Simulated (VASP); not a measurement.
# Fe (Fmmm) in VASP: further runs

Fe is run at these levels: LDA; tasks: single point.

Program: VASP 6.6.1. These are calculated values, not measurements. Logs are shortened: lines on timing, memory, paths and dates and some standing lists are left out, and cuts for length are marked.

**1. The cell of the first run**

Symmetry: Fmmm, No. 69, orthorhombic system. Conventional cell: a = 3.017 Å, b = 3.909 Å, c = 3.956 Å, α = 90.00°, β = 90.00°, γ = 90.00°. Fe (site symmetry mmm) has 14 Fe at 2.47 to 3.02 Å within 3.3 Å.

**2. Single point, LDA, collinear spin, ferromagnetic start (11.66 Å³/atom)**

Contents of INCAR:

```
SYSTEM = Fe
PREC = Accurate
ENCUT = 600
EDIFF = 1E-6
ISMEAR = -1
SIGMA = 0.05
LREAL = .FALSE.
LASPH = .TRUE.
NELM = 200
ALGO = Normal
ISIF = 2
LWAVE = .FALSE.
LCHARG = .FALSE.
ISPIN = 2
MAGMOM = 3
LORBIT = 11
LMAXMIX = 4
NBANDS = 14
GGA_COMPAT = .FALSE.
```

Contents of KPOINTS:

```
Automatic mesh
0
G
  16 16 16
  0 0 0
```

Contents of POSCAR:

```
Fe
1.0
    0.0000000000      1.9545992686      1.9781194830
    1.5083634409      0.0000000000      1.9781194830
    1.5083634409      1.9545992686      0.0000000000
Fe
1
Direct
    0.0000000000      0.0000000000      0.0000000000
```

Potentials or basis: VASP PAW LDA potentials, release 64 (Fe).

Run with:

```
$ cat potpaw_LDA.64/Fe/POTCAR > POTCAR
$ mpirun -np 1 vasp_std > vasp.out
```

OUTCAR:

```text
SYSTEM = Fe
   PREC = Accurate
   ENCUT = 600
   EDIFF = 1E-6
   ISMEAR = -1
   LREAL = .FALSE.
   LASPH = .TRUE.
   NELM = 200
   ISIF = 2
   ISPIN = 2
   LORBIT = 11

 ion  position               nearest neighbor table
   1  0.000  0.000  0.000-

  LATTYP: Found a face centered orthorhombic cell.
 ALAT       =     3.0167268818
 B/A-ratio  =     1.2958410524
 C/A-ratio  =     1.3114342534

  Lattice vectors:

 A1 = (   0.0000000000,   1.9545992686,   1.9781194830)
 A2 = (   1.5083634409,   0.0000000000,   1.9781194830)
 A3 = (   1.5083634409,   1.9545992686,   0.0000000000)

Analysis of symmetry for initial positions (statically):
=====================================================================
 Subroutine PRICEL returns:
 Original cell was already a primitive cell.

 Routine SETGRP: Setting up the symmetry group for a
 face centered orthorhombic supercell.

 Subroutine GETGRP returns: Found  8 space group operations
 (whereof  8 operations were pure point group operations)
 out of a pool of  8 trial point group operations.

The static configuration has the point symmetry D_2h.

Analysis of symmetry for dynamics (positions and initial velocities):
=====================================================================
 Subroutine PRICEL returns:
 Original cell was already a primitive cell.

 Routine SETGRP: Setting up the symmetry group for a
 face centered orthorhombic supercell.

 Subroutine GETGRP returns: Found  8 space group operations
 (whereof  8 operations were pure point group operations)
 out of a pool of  8 trial point group operations.

The dynamic configuration has the point symmetry D_2h.

Analysis of structural, dynamic, and magnetic symmetry:
=====================================================================
 Subroutine PRICEL returns:
 Original cell was already a primitive cell.

 Routine SETGRP: Setting up the symmetry group for a
 face centered orthorhombic supercell.

 Subroutine GETGRP returns: Found  8 space group operations
 (whereof  8 operations were pure point group operations)
 out of a pool of  8 trial point group operations.

The overall configuration has the point symmetry D_2h.

 Subroutine INISYM returns: Found  8 space group operations
 (whereof  8 operations are pure point group operations),
 and found     1 'primitive' translations

----------------------------------------------------------------------------------------

                                     Primitive cell

  volume of cell :      11.6640

  direct lattice vectors                    reciprocal lattice vectors
     0.000000000  1.954599269  1.978119483    -0.331485096  0.255806910  0.252765318
     1.508363441  0.000000000  1.978119483     0.331485096 -0.255806910  0.252765318
     1.508363441  1.954599269  0.000000000     0.331485096  0.255806910 -0.252765318

  length of vectors
     2.780901830  2.487592603  2.468930653     0.489090840  0.489090840  0.489090840

  position of ions in fractional coordinates (direct lattice)
     0.000000000  0.000000000  0.000000000

  ion indices of the primitive-cell ions
   primitive index   ion index
                 1           1

----------------------------------------------------------------------------------------

 KPOINTS: Automatic mesh

Automatic generation of k-mesh.
 Grid dimensions read from file:
 generate k-points for:   16   16   16

 Generating k-lattice:

  Cartesian coordinates                     Fractional coordinates (reciprocal lattice)
    -0.020717818  0.015987932  0.015797832     0.062500000 -0.000000000  0.000000000
     0.020717818 -0.015987932  0.015797832    -0.000000000  0.062500000  0.000000000
     0.020717818  0.015987932 -0.015797832     0.000000000  0.000000000  0.062500000

  Length of vectors
     0.030568178  0.030568178  0.030568178

  Shift w.r.t. Gamma in fractional coordinates (k-lattice)
     0.000000000  0.000000000  0.000000000

 Subroutine IBZKPT returns following result:
 ===========================================

 Found    621 irreducible k-points:

 Following reciprocal coordinates:
            Coordinates               Weight
  0.000000  0.000000  0.000000      1.000000
  0.062500 -0.000000 -0.000000      8.000000
  0.125000 -0.000000 -0.000000      8.000000
  0.187500 -0.000000 -0.000000      8.000000
  0.250000 -0.000000 -0.000000      8.000000
  0.312500 -0.000000  0.000000      8.000000
[... 16 lines left out ...]
 -0.125000  0.062500  0.000000      8.000000
 -0.062500  0.062500  0.000000      4.000000
 [... further k-points ...]
   k-points           NKPTS =    621   k-points in BZ     NKDIM =    621   number of bands    NBANDS=     14
   number of dos      NEDOS =    301   number of ions     NIONS =      1
   total plane-waves  NPLWV =   9600
   dimension x,y,z NGX =    24 NGY =   20 NGZ =   20
   dimension x,y,z NGXF=    48 NGYF=   40 NGZF=   40
   ions per type =               1
   NGX,Y,Z   is equivalent  to a cutoff of  14.35, 13.37, 13.47 a.u.
   NGXF,Y,Z  is equivalent  to a cutoff of  28.70, 26.73, 26.93 a.u.
 SYSTEM =  Fe
   PREC   = accura    normal or accurate (medium, high low for compatibility)
   ISTART =      0    job   : 0-new  1-cont  2-samecut
   ICHARG =      2    charge: 1-file 2-atom 10-const
   ISPIN  =      2    spin polarized calculation?
   LNONCOLLINEAR =      F non collinear calculations
   LSORBIT =      F    spin-orbit coupling
   LASPH  =      T    aspherical Exc in radial PAW
   ENCUT  =  600.0 eV  44.10 Ry    6.64 a.u.   5.55  4.97  4.93*2*pi/ulx,y,z
   NELM   =    200;   NELMIN=  2; NELMDL= -5     # of ELM steps
   EDIFF  = 0.1E-05   stopping-criterion for ELM
   LREAL  =      F    real-space projection
   EDIFFG = 0.1E-04   stopping-criterion for IOM
   NSW    =      0    number of steps for IOM
   IBRION =     -1    ionic relax: 0-MD 1-quasi-New 2-CG
   NFREE  =      0    steps in history (QN), initial steepest desc. (CG)
   ISIF   =      2    stress and relaxation
   ISYM   =      2    0-nonsym 1-usesym 2-fastsym
   POTIM  = 0.5000    time-step for ionic-motion
   TEBEG  =    0.0;   TEEND  =   0.0 temperature during run
   PSTRESS=    0.0 pullay stress
   NELECT =       8.0000    total number of electrons
   NUPDOWN=      -1.0000    fix difference up-down
   EMIN   =  10.00;   EMAX   =-10.00  energy-range for DOS
[... 10 lines left out ...]
   LORBIT       =     11    0 simple, 1 ext, 2 COOP (PROOUT), +10 PAW based schemes
   GGA     = CA    functional components
   LHFCALC =     F    Hartree Fock is set to
   AEXX    =    0.0000 exact exchange contribution
   IVDW    =     0    specifies the selected vdW correction
   LEPSILON=     F    determine dielectric tensor
   LRPA    =     F    only Hartree local field effects (RPA)
 spin polarized calculation
  energy-cutoff  :      600.00
  volume of cell :       11.66
 maximum number of plane-waves:       406
 NGX is ok and might be reduce to    24
   NGX = 11   NGY =  9   NGZ =  9

 number of electron       7.9999997 magnetization       2.1815244

 Free energy of the ion-electron system (eV)
  ---------------------------------------------------
  ext. energy  EPLUGINS =         0.00000000
  ---------------------------------------------------
  free energy    TOTEN  =        -9.10780232 eV

  energy without entropy =       -9.09768412  energy(sigma->0) =       -9.10274322

 E-fermi :   5.4322     XC(G=0): -13.2671

 val. band max:        5.4315876718   @ k =  -0.0625   0.4375   0.4375
 cond. band min:       5.4328458598   @ k =   0.4375   0.1250   0.1875
 fundamental gap:      0.0012581880
 Fermi energy:         5.4321762066

 spin component 1

 k-point     1 :       0.0000    0.0000    0.0000
  band No.  band energies     occupation
      1      -2.9657      1.00000
      2       3.0227      1.00000
      3       3.1207      1.00000
      4       3.4703      1.00000
      5       4.2397      1.00000
      6       4.6369      1.00000
      7      28.9518      0.00000
      8      30.4080      0.00000
      9      30.6583      0.00000
     10      34.5119      0.00000
     11      35.5872      0.00000
     12      35.6096      0.00000
     13      36.1514      0.00000
     14      36.2277      0.00000

 k-point     2 :       0.0625   -0.0000   -0.0000
  band No.  band energies     occupation
      1      -2.8109      1.00000
      2       3.0343      1.00000
      3       3.1301      1.00000
      4       3.4913      1.00000
      5       4.2150      1.00000
      6       4.6179      1.00000
      7      28.3323      0.00000
      8      29.8210      0.00000
      9      30.4076      0.00000
     10      33.8492      0.00000
     11      34.7279      0.00000
     12      35.4567      0.00000
     13      35.6488      0.00000
     14      37.7811      0.00000
[... 343 lines left out ...]
      1      -1.9417      1.00000
      2       2.9950      1.00000
      3       3.0410      1.00000
      4       3.8612      1.00000
      5       4.0836      1.00000
      6       4.5627      1.00000
      7      24.8499      0.00000
      8      27.0602      0.00000
      9      30.1101      0.00000
     10      31.9848      0.00000
     11      33.7449      0.00000
     12      35.0641      0.00000
     13      37.1094      0.00000
     14      38.9822      0.00000

 k-point    24 :      -0.0625    0.0625    0.0000
  band No.  band energies     occupation
      1      -2.5169      1.00000
      2       3.0782      1.00000
      3       3.0825      1.00000
      4       3.5944      1.00000
      5       4.1409      1.00000
      6       4.5980      1.00000
      7      27.0831      0.00000
      8      28.6811      0.00000
      9      30.1889      0.00000
     10      33.3750      0.00000
     11      33.8766      0.00000
     12      35.5574      0.00000
     13      35.9355      0.00000
     14      37.8668      0.00000

 [... further k-points ...]

 spin component 2

 k-point     1 :       0.0000    0.0000    0.0000
  band No.  band energies     occupation
      1      -2.5866      1.00000
      2       4.7664      1.00000
      3       4.8970      0.99998
      4       5.3467      0.84685
      5       6.4306      0.00000
      6       6.9712      0.00000
      7      29.0964      0.00000
      8      30.5815      0.00000
      9      30.8517      0.00000
     10      35.0760      0.00000
     11      35.9456      0.00000
     12      36.4427      0.00000
     13      36.9769      0.00000
     14      37.0565      0.00000

 k-point     2 :       0.0625   -0.0000   -0.0000
  band No.  band energies     occupation
      1      -2.4309      1.00000
      2       4.7764      1.00000
      3       4.9050      0.99997
      4       5.3661      0.78941
      5       6.3993      0.00000
      6       6.9485      0.00000
      7      28.5992      0.00000
      8      30.0489      0.00000
      9      30.6510      0.00000
     10      34.4724      0.00000
     11      35.3351      0.00000
     12      36.1383      0.00000
     13      36.3372      0.00000
     14      38.6240      0.00000
[... 343 lines left out ...]
      1      -1.5514      1.00000
      2       4.7417      1.00000
      3       4.7840      1.00000
      4       5.7400      0.00212
      5       6.2213      0.00000
      6       6.8850      0.00000
      7      25.4525      0.00000
      8      27.5504      0.00000
      9      30.4294      0.00000
     10      32.6655      0.00000
     11      34.2299      0.00000
     12      35.7237      0.00000
     13      37.6109      0.00000
     14      39.6818      0.00000

 k-point    24 :      -0.0625    0.0625    0.0000
  band No.  band energies     occupation
      1      -2.1346      1.00000
      2       4.8315      0.99999
      3       4.8406      0.99999
      4       5.4693      0.32226
      5       6.3051      0.00000
      6       6.9270      0.00000
      7      27.4972      0.00000
      8      29.1076      0.00000
      9      30.4202      0.00000
     10      33.9603      0.00000
     11      34.5183      0.00000
     12      36.2702      0.00000
     13      36.4070      0.00000
     14      38.6446      0.00000

 [... further k-points ...]
[... 5 lines left out ...]
  --------------------------------------------------------------------------------------
  -------------------------------------------------------------------------------------
  Total       -1.9534580     -1.3316731     -1.4437041     -0.0000000      0.0000000      0.0000000
  in kB     -268.3294960   -182.9203202   -198.3090532     -0.0000000      0.0000000      0.0000000
  external PRESSURE =    -216.5196231 kB  Pullay stress =       0.0000000 kB

 VOLUME and BASIS-vectors are now :
 -----------------------------------------------------------------------------
  energy-cutoff  :      600.00
  volume of cell :       11.66
      direct lattice vectors                 reciprocal lattice vectors
     0.000000000  1.954599269  1.978119483    -0.331485096  0.255806910  0.252765318
     1.508363441  0.000000000  1.978119483     0.331485096 -0.255806910  0.252765318
     1.508363441  1.954599269  0.000000000     0.331485096  0.255806910 -0.252765318

 POSITION                                       TOTAL-FORCE (eV/Angst)
 -----------------------------------------------------------------------------------
      0.00000      0.00000      0.00000         0.000000      0.000000     -0.000000
 -----------------------------------------------------------------------------------
    total drift:                               -0.000000      0.000000      0.000000

  FREE ENERGIE OF THE ION-ELECTRON SYSTEM (eV)
  ---------------------------------------------------
  free  energy   TOTEN  =        -9.1078023245 eV

  energy  without entropy=       -9.0976841157  energy(sigma->0) =       -9.10274322

 total charge

# of ion       s       p       d       tot
------------------------------------------
    1        0.478   0.511   6.239   7.228

 magnetization (x)

# of ion       s       p       d       tot
------------------------------------------
    1       -0.011  -0.033   2.202   2.158
```

Run time: 3.3 min. Hardware: 1 thread of Intel Xeon 8259CL, shared host; peak memory 0.29 GiB.

What came out:

| Property | Result |
| --- | --- |
| Free energy | -9.1078 eV |
| Pressure | -21.7 GPa |
| Net moment | 2.18 μB per cell |
| Site moments | Fe +2.16 μB |
| Valence electrons inside the program's atomic spheres | Fe 7.23 |

Caveat: the cell stands under tension.

**3. Single point, LDA, collinear spin, ferromagnetic start (10.98 Å³/atom)**

This run uses another cell than the first one, of 10.98 Å³/atom.

Contents of INCAR:

```
SYSTEM = Fe
ALGO = Normal
EDIFF = 1E-7
ENCUT = 520
GGA = CA
ISIF = 2
ISMEAR = -1
ISPIN = 2
LASPH = .True.
LCHARG = .False.
LMAXMIX = 4
LORBIT = 11
LREAL = .False.
LWAVE = .False.
MAGMOM = 3
NBANDS = 14
NELM = 150
PREC = Accurate
SIGMA = 0.05
```

Contents of KPOINTS:

```
k-points
0
Gamma
  16 16 16
  0 0 0
```

Contents of POSCAR:

```
Fe
1.0
    0.0000000000      1.9154967481      1.9385464314
    1.4781880421      0.0000000000      1.9385464314
    1.4781880421      1.9154967481      0.0000000000
Fe
1
Direct
    0.0000000000      0.0000000000      0.0000000000
```

Potentials or basis: VASP PAW LDA potentials, release 64 (Fe).

Run with:

```
$ cat potpaw_LDA.64/Fe/POTCAR > POTCAR
$ mpirun -np 1 vasp_std > vasp.out
```

Run time: 3.2 min. Hardware: 1 thread of Intel Xeon 8259CL, shared host; peak memory 0.25 GiB.

Results (log left out):

```
Free energy                                           : -9.1820 eV
Pressure                                              : -12.5 GPa
Band gap on the k mesh                                : zero (filled and empty bands overlap)
Net moment                                            : 2.04 μB per cell
Site moments                                          : Fe +2.01 μB
Valence electrons inside the program's atomic spheres : Fe 7.35
```

Stress tensor (GPa, compression positive):
```
-18.93   0.00   0.00
  0.00  -8.22   0.00
  0.00   0.00 -10.21
```

Levels at points of the mesh, in eV from the Fermi level:
Spin up:
```
           k point  band 3  band 4  band 5  band 6  band 7  band 8
(0.00, 0.00, 0.00)   -2.45   -2.05   -1.22   -0.78   24.04   25.58
(0.50, 0.00, 0.00)   -1.29   -0.64    0.16    0.44    7.37   19.10
(0.50, 0.50, 0.00)   -0.60   -0.52    0.51    0.74    8.10   17.53
(0.50, 0.00, 0.50)   -0.64   -0.58    0.58    0.97    8.37   17.29
(0.00, 0.50, 0.50)    0.11    0.21    0.31    7.95   11.08   11.09
```
Spin down:
| k point | band 1 | band 2 | band 3 | band 4 | band 5 | band 6 | band 7 | band 8 |
| --- | --- | --- | --- | --- | --- | --- | --- | --- |
| (0.00, 0.00, 0.00) | -8.40 | -0.94 | -0.80 | -0.32 | 0.86 | 1.44 | 24.19 | 25.76 |
| (0.50, 0.00, 0.00) | -4.00 | -1.78 | 0.53 | 0.76 | 1.53 | 2.37 | 8.63 | 19.38 |
| (0.50, 0.50, 0.00) | -3.99 | -2.50 | 1.12 | 1.54 | 1.68 | 2.43 | 9.34 | 17.88 |
| (0.50, 0.00, 0.50) | -3.98 | -2.45 | 1.35 | 1.48 | 1.61 | 2.47 | 9.61 | 17.64 |
| (0.00, 0.50, 0.50) | -3.64 | -3.42 | 2.04 | 2.09 | 2.17 | 8.40 | 11.54 | 11.55 |

Caveat: the cell stands under tension.

**4. Single point, LDA, collinear spin, ferromagnetic start (11.32 Å³/atom)**

This run uses another cell than the first one, of 11.32 Å³/atom.

Contents of INCAR:

```
SYSTEM = Fe
PREC = Accurate
ENCUT = 520
EDIFF = 1E-6
ISMEAR = -1
SIGMA = 0.05
LREAL = .FALSE.
LASPH = .TRUE.
NELM = 150
ALGO = Normal
ISIF = 2
LWAVE = .FALSE.
LCHARG = .FALSE.
ISPIN = 2
MAGMOM = 3
LORBIT = 11
LMAXMIX = 4
NBANDS = 14
```

Contents of KPOINTS:

```
regular mesh
0
G
  16 16 16
  0 0 0
```

Contents of POSCAR:

```
Fe
1.0
    0.0000000000      1.9352455294      1.9585328551
    1.4934281684      0.0000000000      1.9585328551
    1.4934281684      1.9352455294      0.0000000000
Fe
1
Direct
    0.0000000000      0.0000000000      0.0000000000
```

Run with:

```
$ cat potpaw_LDA.64/Fe/POTCAR > POTCAR
$ mpirun -np 1 vasp_std > vasp.out
```

Wall time 3.1 min (1 thread of Intel Xeon 8259CL, shared host); peak memory 0.25 GiB.

It converged, with:

| Quantity | Value |
| --- | --- |
| Free energy | -9.1498 eV |
| Pressure | -17.5 GPa |
| Net moment | 2.11 μB per cell |
| Site moments | Fe +2.09 μB |
| Valence electrons inside the program's atomic spheres | Fe 7.29 |

Stress tensor (GPa, compression positive):
```
-23.36   0.00   0.00
  0.00 -13.75   0.00
  0.00   0.00 -15.40
```

Levels at points of the mesh, in eV from the Fermi level:
Spin up:
| k point | band 2 | band 3 | band 4 | band 5 | band 6 | band 7 | band 8 | band 9 |
| --- | --- | --- | --- | --- | --- | --- | --- | --- |
| (0.00, 0.00, 0.00) | -2.48 | -2.38 | -2.01 | -1.21 | -0.79 | 23.77 | 25.27 | 25.53 |
| (0.50, 0.00, 0.00) | -3.21 | -1.28 | -0.66 | 0.18 | 0.37 | 7.09 | 18.85 | 20.99 |
| (0.50, 0.50, 0.00) | -3.79 | -0.62 | -0.54 | 0.45 | 0.74 | 7.81 | 17.26 | 18.56 |
| (0.50, 0.00, 0.50) | -3.76 | -0.66 | -0.60 | 0.51 | 0.97 | 8.08 | 17.03 | 18.32 |
| (0.00, 0.50, 0.50) | -4.73 | 0.06 | 0.15 | 0.25 | 7.78 | 10.85 | 10.85 | 14.56 |
Spin down:
| k point | band 1 | band 2 | band 3 | band 4 | band 5 | band 6 | band 7 | band 8 |
| --- | --- | --- | --- | --- | --- | --- | --- | --- |
| (0.00, 0.00, 0.00) | -8.21 | -0.80 | -0.67 | -0.20 | 0.93 | 1.49 | 23.92 | 25.45 |
| (0.50, 0.00, 0.00) | -3.79 | -1.60 | 0.55 | 0.83 | 1.57 | 2.38 | 8.39 | 19.13 |
| (0.50, 0.50, 0.00) | -3.77 | -2.30 | 1.12 | 1.58 | 1.71 | 2.44 | 9.09 | 17.62 |
| (0.50, 0.00, 0.50) | -3.75 | -2.25 | 1.35 | 1.52 | 1.65 | 2.48 | 9.35 | 17.38 |
| (0.00, 0.50, 0.50) | -3.39 | -3.19 | 2.07 | 2.12 | 2.19 | 8.23 | 11.31 | 11.32 |

Caveat: the cell stands under tension.

**5. Overview**

```csv
cell,cutoff (eV),gap on the mesh (eV),pressure (GPa),moment (μB)
"a = 2.781, b = 2.488, c = 2.469 Å, angles 68.3, 56.2, 55.6°, 1 atom",600,none,-21.7,2.18
"a = 2.725, b = 2.438, c = 2.420 Å, angles 68.3, 56.2, 55.6°, 1 atom",520,none,-12.5,2.04
"a = 2.753, b = 2.463, c = 2.444 Å, angles 68.3, 56.2, 55.6°, 1 atom",520,none,-17.5,2.11
```

Alike in all rows: task single point; level LDA; potentials or basis VASP PAW LDA potentials, release 64 (Fe); spin collinear, ferromagnetic start; k mesh 16 × 16 × 16; smearing fermi-dirac 0.05 eV.

Caveats: the cell stands under tension.

Absolute energies hang on the potentials; compare differences alone.
